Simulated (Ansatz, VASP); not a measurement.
One calculation of Eu, two programs

Contents of INCAR:

```
SYSTEM = Eu
PREC = Accurate
ENCUT = 520
EDIFF = 1E-7
ISMEAR = -1
SIGMA = 0.05
LREAL = .FALSE.
LASPH = .TRUE.
NELM = 150
ALGO = Normal
ISIF = 2
LWAVE = .FALSE.
LCHARG = .FALSE.
ISPIN = 2
MAGMOM = 6.925
LORBIT = 11
LMAXMIX = 6
GGA = CA
NBANDS = 18
```

Contents of KPOINTS:

```
regular mesh
0
G
  16 16 16
  0 0 0
```

POSCAR

```
Eu
1.0
   -2.0544259245      2.0544259245      2.0544259245
    2.0544259245     -2.0544259245      2.0544259245
    2.0544259245      2.0544259245     -2.0544259245
Eu
1
Direct
    0.0000000000      0.0000000000      0.0000000000
```

Input for Ansatz:

```yaml
crystal:
  lattice:
    - [-2.0544259245, 2.0544259245, 2.0544259245]
    - [2.0544259245, -2.0544259245, 2.0544259245]
    - [2.0544259245, 2.0544259245, -2.0544259245]
  atoms:
    - { symbol: Eu, position: [0.0, 0.0, 0.0], spin: 6.925 }
hamiltonian:
  xc: lda
  pseudopotentials:
    kind: paw
    azcp:
      Eu: "pseudopotentials/Eu.paw.azcp"
basis:
  ecutwfc: 420
  fft_grid_basis: typed
kpoints:
  mp_grid: { grid: [16, 16, 16], shift: [0, 0, 0] }
magnetization:
  spin_polarized: true
scf:
  occupations: { method: fermi_dirac, width: 0.05 }
  lower_state_search: "off"
output:
  stress: true
```

Alike in both runs: task single point; functional LDA; k mesh 16 × 16 × 16; occupations fermi-dirac, width 0.05 eV; collinear spin.

|  | VASP | Ansatz |
| --- | --- | --- |
| version | VASP 6.6.1 | Ansatz 0.2.0 |
| potentials or method | VASP PAW PBE potentials, release 64 (Eu), cutoff 520 eV | plane waves (420 eV) with PAW, scalar-relativistic |
| valence electrons in the cell | 17 | 17 |

|  | VASP | Ansatz | Ansatz less VASP |
| --- | --- | --- | --- |
| pressure (GPa) | -0.4 | -0.1 | +0.28 |
| net moment per atom (μB) | 7.13 | 7.17 | +0.034 |
| size of the moment on the site where the two differ most (μB) | 6.64 | 6.93 | +0.287 |

VASP's potentials were made for PBE, not for LDA, and Ansatz warns of the same on its side. LDA's correlation is that of Perdew and Zunger in VASP and of Perdew and Wang (1992) in Ansatz. Site moments also hang on the region over which each program counts them.

Spin-orbit coupling is off throughout.
